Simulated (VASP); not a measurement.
Wanted: the native input for a VASP 6.6.1 run.

| Quantity | Value |
| --- | --- |
| Task | single point |
| Functional | PBE |
| Potentials or basis | VASP PAW PBE potentials, release 64 (Ca_sv, F) |
| Cutoff | 600 eV |
| k mesh | 7 × 7 × 7 |
| Occupations | fermi-dirac, width 0.0272 eV |
| Spin | no spin polarisation |
| Dipole correction | no |
| Further INCAR settings | ALGO = Normal; EDIFF = 1e-06; NBANDS = 19 |

The structure of CaF2 (Fluorite) lies in POSCAR:

```
CaF2
1.0
    0.0000000000      2.7310000000      2.7310000000
    2.7310000000      0.0000000000      2.7310000000
    2.7310000000      2.7310000000      0.0000000000
Ca F
1 2
Direct
    0.0000000000      0.0000000000      0.0000000000
    0.2500000000      0.2500000000      0.2500000000
    0.7500000000      0.7500000000      0.7500000000
```

The input as run:

INCAR

```
ALGO = Normal ; EDIFF = 1E-6
ENCUT = 600 ; GGA = PE
GGA_COMPAT = F ; ISIF = 2
ISMEAR = -1 ; LASPH = T
LCHARG = F ; LREAL = F
LWAVE = F ; NBANDS = 19
NELM = 120 ; PREC = Accurate
SIGMA = 0.0272
```

KPOINTS

```
k-points
0
Gamma
  7 7 7
```

Potentials or basis: VASP PAW PBE potentials, release 64 (Ca_sv, F).

Command:

```bash
$ cat potpaw_PBE.64/Ca_sv/POTCAR potpaw_PBE.64/F/POTCAR > POTCAR
$ mpirun -np 1 vasp_std > vasp.out
```

Results of the run:

| Quantity | Value |
| --- | --- |
| Pressure | 2.4 GPa |
| Band gap on the k mesh | 7.31 eV, indirect (least direct gap 7.54 eV) |

Run time: 8 s on 1 thread of Intel(R) Xeon(R) 6975P-C (Granite Rapids), on a shared host, peak memory 0.17 GiB.
